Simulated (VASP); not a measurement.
## Bi: single point with PBE+D3(BJ)

The system is Bi.

```xyz
1
Lattice="-1.7736 1.7736 2.3916 1.7736 -1.7736 2.3916 1.7736 1.7736 -2.3916" Properties=species:S:1:pos:R:3 pbc="T T T"
Bi    0.0000    0.0000    0.0000
```

| Property | Result |
| --- | --- |
| Program | VASP 6.6.1 |
| Task | single point |
| Functional | PBE |
| Dispersion | D3(BJ) |
| Potentials or basis | VASP PAW PBE potentials, release 64 (Bi_d) |
| Cutoff | 520 eV |
| k mesh | 18 × 18 × 18 |
| Occupations | gaussian, width 0.15 eV |
| Spin | no spin polarisation |
| Dipole correction | no |
| Further INCAR settings | ALGO = Fast; EDIFF = 1e-06; NBANDS = 14 |

* Pressure: 0.3 GPa
* Band gap on the k mesh: zero (an odd number of electrons rules out a gap without spin polarisation)
* Dispersion energy per atom: -0.524 eV

Stress tensor (GPa, compression positive):
```
 0.47  0.00  0.00
 0.00  0.47  0.00
 0.00  0.00 -0.13
```

Levels at points of the mesh, in eV from the Fermi level:
```
           k point  band 3  band 4  band 5  band 6  band 7  band 8  band 9  band 10  band 11  band 12
(0.00, 0.00, 0.00)  -23.13  -23.09  -23.06  -13.87    5.11    5.17    5.17     9.04     9.22    10.92
(0.50, 0.00, 0.00)  -23.13  -23.00  -22.99  -10.83   -5.52    3.13    3.80     7.45     8.63     9.45
(0.50, 0.50, 0.00)  -23.00  -22.99  -22.96   -9.80   -4.80    0.37    0.70     4.22     5.42    17.01
(0.50, 0.50, 0.50)  -23.00  -22.97  -22.97   -9.36   -4.43   -0.04   -0.04     3.75     4.94    16.66
```

Wall time 5.4 min on 1 thread of Intel Xeon 8259CL, on a shared host, peak memory 0.31 GiB.

Caveat: spin-orbit coupling is left out, which moves the levels of the heavy elements.
